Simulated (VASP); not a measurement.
# Si (Fd-3m) in VASP: single point with LDA

Aim: the single point of Si with LDA.

All numbers are computed with VASP 6.6.1; they aren't measurements. Logs are shortened: lines on timing, memory, paths and dates and some standing lists are left out, and cuts for length are marked.

## 1. The cell of the first run

Symmetry: Fd-3m, No. 227, cubic system. The conventional cell has a = 5.402 Å, b = 5.402 Å, c = 5.402 Å, α = 90.00°, β = 90.00°, γ = 90.00°. Si (site symmetry -43m) has 4 Si at 2.34 Å within 3.1 Å.

## 2. Single point, LDA

Input file INCAR:

```
SYSTEM = Si
ALGO = Normal
EDIFF = 1E-6
ENCUT = 520
ISIF = 2
ISMEAR = 0
LASPH = .True.
LCHARG = .True.
LELF = .True.
LREAL = Auto
LVHAR = .True.
LWAVE = .False.
NBANDS = 86
NELM = 100
PREC = Accurate
SIGMA = 0.02
```

Input file KPOINTS:

```
k-points
0
Gamma
  3 3 3
  0 0 0
```

Input file POSCAR:

```
Si
1.0
   -5.4019422760     -5.4019422760      5.4019422760
    5.4019422760     -5.4019422760     -5.4019422760
    5.4019422760      5.4019422760      5.4019422760
Si
32
Direct
    0.2500000000      0.7500000000      0.7500000000
    0.0000000000      0.7500000000      0.0000000000
    0.5000000000      0.5000000000      0.7500000000
    0.2500000000      0.5000000000      0.0000000000
    0.0000000000      0.5000000000      0.2500000000
    0.7500000000      0.7500000000      0.2500000000
    0.5000000000      0.7500000000      0.5000000000
    0.0000000000      0.0000000000      0.7500000000
    0.7500000000      0.2500000000      0.7500000000
    0.5000000000      0.2500000000      0.0000000000
    0.2500000000      0.2500000000      0.2500000000
    0.0000000000      0.2500000000      0.5000000000
    0.7500000000      0.5000000000      0.5000000000
    0.7500000000      0.0000000000      0.0000000000
    0.5000000000      0.0000000000      0.2500000000
    0.2500000000      0.0000000000      0.5000000000
    0.2500000000      0.7500000000      0.5000000000
    0.0000000000      0.7500000000      0.7500000000
    0.5000000000      0.5000000000      0.5000000000
    0.2500000000      0.5000000000      0.7500000000
    0.0000000000      0.5000000000      0.0000000000
    0.7500000000      0.7500000000      0.0000000000
    0.5000000000      0.7500000000      0.2500000000
    0.0000000000      0.0000000000      0.5000000000
    0.7500000000      0.2500000000      0.5000000000
    0.5000000000      0.2500000000      0.7500000000
    0.2500000000      0.2500000000      0.0000000000
    0.0000000000      0.2500000000      0.2500000000
    0.7500000000      0.5000000000      0.2500000000
    0.7500000000      0.0000000000      0.7500000000
    0.5000000000      0.0000000000      0.0000000000
    0.2500000000      0.0000000000      0.2500000000
```

Potentials or basis: VASP PAW LDA potentials, release 64 (Si).

On the command line:

```bash
$ cat potpaw_LDA.64/Si/POTCAR > POTCAR
$ mpirun -np 1 vasp_std > vasp.out
```

OUTCAR:

```text
SYSTEM = Si
   EDIFF = 1E-6
   ENCUT = 520
   ISIF = 2
   ISMEAR = 0
   LASPH = .True.
   LREAL = Auto
   NELM = 100
   PREC = Accurate

 ion  position               nearest neighbor table
   1  0.250  0.750  0.750-  17 2.34  18 2.34  20 2.34  31 2.34
   2  0.000  0.750  0.000-  18 2.34  21 2.34  22 2.34  32 2.34
   3  0.500  0.500  0.750-  19 2.34  20 2.34  22 2.34  26 2.34
   4  0.250  0.500  0.000-  20 2.34  21 2.34  23 2.34  27 2.34
   5  0.000  0.500  0.250-  17 2.34  21 2.34  28 2.34  29 2.34
   6  0.750  0.750  0.250-  22 2.34  23 2.34  24 2.34  29 2.34
[... 24 lines left out ...]
  31  0.500  0.000  0.000-   1 2.34  10 2.34  14 2.34  15 2.34
  32  0.250  0.000  0.250-   2 2.34  11 2.34  15 2.34  16 2.34

  LATTYP: Found a body centered cubic cell.
 ALAT       =    10.8038845520

  Lattice vectors:

 A1 = (  -5.4019422760,  -5.4019422760,   5.4019422760)
 A2 = (   5.4019422760,  -5.4019422760,  -5.4019422760)
 A3 = (   5.4019422760,   5.4019422760,   5.4019422760)

Analysis of symmetry for initial positions (statically):
=====================================================================
 Subroutine PRICEL returns following result:

  LATTYP: Found a face centered cubic cell.
 ALAT       =     5.4019422760

  Lattice vectors:

 A1 = (   2.7009711380,   0.0000000000,  -2.7009711380)
 A2 = (   0.0000000000,   2.7009711380,  -2.7009711380)
 A3 = (   2.7009711380,   2.7009711380,   0.0000000000)

  16 primitive cells build up your supercell.

 Routine SETGRP: Setting up the symmetry group for a
 body centered cubic supercell.

 Subroutine GETGRP returns: Found 48 space group operations
 (whereof 24 operations were pure point group operations)
 out of a pool of 48 trial point group operations.

The static configuration has the point symmetry T_d .
 The point group associated with its full space group is O_h .

Analysis of symmetry for dynamics (positions and initial velocities):
=====================================================================
 Subroutine PRICEL returns following result:

  LATTYP: Found a face centered cubic cell.
 ALAT       =     5.4019422760

  Lattice vectors:

 A1 = (   2.7009711380,   0.0000000000,  -2.7009711380)
 A2 = (   0.0000000000,   2.7009711380,  -2.7009711380)
 A3 = (   2.7009711380,   2.7009711380,   0.0000000000)

  16 primitive cells build up your supercell.

[... 89 lines left out ...]
   EDIFFG = 0.1E-04   stopping-criterion for IOM
   NSW    =      0    number of steps for IOM
   IBRION =     -1    ionic relax: 0-MD 1-quasi-New 2-CG
   NFREE  =      0    steps in history (QN), initial steepest desc. (CG)
   ISIF   =      2    stress and relaxation
   ISYM   =      2    0-nonsym 1-usesym 2-fastsym
   POTIM  = 0.5000    time-step for ionic-motion
   TEBEG  =    0.0;   TEEND  =   0.0 temperature during run
   PSTRESS=    0.0 pullay stress
   NELECT =     128.0000    total number of electrons
   NUPDOWN=      -1.0000    fix difference up-down
   EMIN   =  10.00;   EMAX   =-10.00  energy-range for DOS
   EFERMI =   0.00;   METHOD = LEGACY
   ISMEAR =     0;   SIGMA  =   0.02  broadening in eV -4-tet -1-fermi 0-gaus
   EFERMI_NEDOS =   21; number of points for ismear=-14 and -15
   IALGO  =     38    algorithm
   IMIX   =      4    mixing-type and parameters
     AMIX     =   0.40;   BMIX     =  1.00
     AMIX_MAG =   1.60;   BMIX_MAG =  1.00
  volume/ion in A,a.u.               =      19.70       132.97
  Fermi-wavevector in a.u.,A,eV,Ry     =   0.962147  1.818195 12.595285  0.925727
  Thomas-Fermi vector in A             =   2.091581
   LORBIT       =      0    0 simple, 1 ext, 2 COOP (PROOUT), +10 PAW based schemes
   GGA     = CA    functional components
   LHFCALC =     F    Hartree Fock is set to
   AEXX    =    0.0000 exact exchange contribution
   IVDW    =     0    specifies the selected vdW correction
   LEPSILON=     F    determine dielectric tensor
   LRPA    =     F    only Hartree local field effects (RPA)
 non-spin polarized calculation
 Gauss-broadening in eV      SIGMA  =   0.02
  energy-cutoff  :      520.00
  volume of cell :      630.54
 maximum number of plane-waves:     17007
 NGX is ok and might be reduce to    70
   NGX = 35   NGY = 35   NGZ = 35

 number of electron     127.9999985 magnetization

 Free energy of the ion-electron system (eV)
  ---------------------------------------------------
  ext. energy  EPLUGINS =         0.00000000
  ---------------------------------------------------
  free energy    TOTEN  =      -190.72734470 eV

  energy without entropy =     -190.72734470  energy(sigma->0) =     -190.72734470

 E-fermi :   6.0243     XC(G=0):  -9.6658

 val. band max:        5.9332350703   @ k =   0.0000   0.0000   0.0000
 cond. band min:       6.5072703219   @ k =   0.0000   0.0000   0.0000
 fundamental gap:      0.5740352516
 Fermi energy:         6.0243498095

 k-point     1 :       0.0000    0.0000    0.0000
  band No.  band energies     occupation
      1      -6.1336      2.00000
      2      -4.0574      2.00000
      3      -4.0574      2.00000
      4      -4.0574      2.00000
      5      -4.0574      2.00000
      6      -4.0574      2.00000
[... 305 lines left out ...]
     75       7.9655      0.00000
     76       8.5940      0.00000
 [bands above 76 left out]

------------------------ aborting loop because EDIFF is reached ----------------------------------------

  FORCE on cell =-STRESS in cart. coord.  units (eV):
  Direction    XX          YY          ZZ          XY          YZ          ZX
  --------------------------------------------------------------------------------------
  -------------------------------------------------------------------------------------
  Total        0.2202303      0.2202303      0.2202303      0.0000000      0.0000000      0.0000000
  in kB        0.5596001      0.5596001      0.5596001      0.0000000      0.0000000      0.0000000
  external PRESSURE =       0.5596001 kB  Pullay stress =       0.0000000 kB

 VOLUME and BASIS-vectors are now :
 -----------------------------------------------------------------------------
  energy-cutoff  :      520.00
  volume of cell :      630.54
      direct lattice vectors                 reciprocal lattice vectors
    -5.401942276 -5.401942276  5.401942276     0.000000000 -0.092559301  0.092559301
     5.401942276 -5.401942276 -5.401942276     0.092559301 -0.092559301  0.000000000
     5.401942276  5.401942276  5.401942276     0.092559301  0.000000000  0.092559301

 POSITION                                       TOTAL-FORCE (eV/Angst)
 -----------------------------------------------------------------------------------
      6.75243     -1.35049      1.35049        -0.000000      0.000000     -0.000000
      4.05146     -4.05146     -4.05146        -0.000000      0.000000     -0.000000
      4.05146     -1.35049      4.05146        -0.000000      0.000000     -0.000000
      1.35049     -4.05146     -1.35049        -0.000000      0.000000     -0.000000
      4.05146     -1.35049     -1.35049        -0.000000      0.000000     -0.000000
      1.35049     -6.75243      1.35049        -0.000000      0.000000     -0.000000
[... 24 lines left out ...]
     -2.70097     -2.70097      2.70097         0.000000     -0.000000      0.000000
      0.00000      0.00000      2.70097         0.000000     -0.000000      0.000000
 -----------------------------------------------------------------------------------
    total drift:                               -0.000000     -0.000000     -0.000000

  FREE ENERGIE OF THE ION-ELECTRON SYSTEM (eV)
  ---------------------------------------------------
  free  energy   TOTEN  =      -190.7273446964 eV

  energy  without entropy=     -190.7273446964  energy(sigma->0) =     -190.72734470
```

OSZICAR:

```text
N       E                     dE             d eps       ncg     rms          rms(c)
DAV:   1     0.317809058111E+03    0.31781E+03   -0.49031E+04   688   0.124E+03
DAV:   2    -0.161606125738E+03   -0.47942E+03   -0.45260E+03   840   0.180E+02
DAV:   3    -0.194348789514E+03   -0.32743E+02   -0.32218E+02   872   0.422E+01
DAV:   4    -0.195053562213E+03   -0.70477E+00   -0.70127E+00   840   0.769E+00
DAV:   5    -0.195071592001E+03   -0.18030E-01   -0.18000E-01   816   0.119E+00    0.205E+01
DAV:   6    -0.192074707527E+03    0.29969E+01   -0.16822E+00   784   0.268E+00    0.124E+01
DAV:   7    -0.190729325949E+03    0.13454E+01   -0.33321E+00   754   0.379E+00    0.871E-01
DAV:   8    -0.190728338227E+03    0.98772E-03   -0.22278E-01   764   0.121E+00    0.246E-01
DAV:   9    -0.190727106753E+03    0.12315E-02   -0.64763E-03   832   0.203E-01    0.232E-01
DAV:  10    -0.190727344728E+03   -0.23797E-03   -0.33021E-04   802   0.517E-02    0.106E-01
DAV:  11    -0.190727344586E+03    0.14232E-06   -0.39328E-05   788   0.177E-02    0.654E-03
DAV:  12    -0.190727344696E+03   -0.11081E-06   -0.56613E-07   552   0.276E-03
   1 F= -.19072734E+03 E0= -.19072734E+03  d E =-.121491E-11
```

Run time: 3.3 min. Hardware: 1 thread of Intel Xeon Platinum 8488C (Sapphire Rapids), shared host; peak memory 0.54 GiB.

What came out:

```yaml
Free_energy: -190.7273 eV
Pressure: 0.1 GPa
Band_gap_on_the_k_mesh: 0.57 eV
```
